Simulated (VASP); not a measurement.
The system is Al3Cu2.

```
Al Cu
1.0
     4.09195    0.00000    0.00000
    -2.04598    3.54373    0.00000
     0.00000    0.00000    4.99278
Al Cu
3 2
Direct
  0.00000 0.00000 0.00000
  0.33333 0.66667 0.34993
  0.66667 0.33333 0.65007
  0.33333 0.66667 0.83951
  0.66667 0.33333 0.16049
```

Base run:

- Program: VASP 6.6.1
- Functional: PBEsol
- Potentials or basis: VASP PAW PBE potentials, release 64 (Al, Cu)
- Cutoff: 520 eV
- k mesh: 12 × 12 × 8
- Occupations: fermi-dirac, width 0.3 eV
- Spin: no spin polarisation

Its results: pressure 1.5 GPa; largest force 0.104 eV/Å.

**Question.** The run is repeated on the same cell with these changes: occupations from fermi-dirac, width 0.3 eV to gaussian, width 0.1 eV. What comes out?

**Answer.** Pressure 0.5 GPa; largest force 0.061 eV/Å.

Caveats: the PAW data sets were made with another functional, which shifts forces and pressure a little.
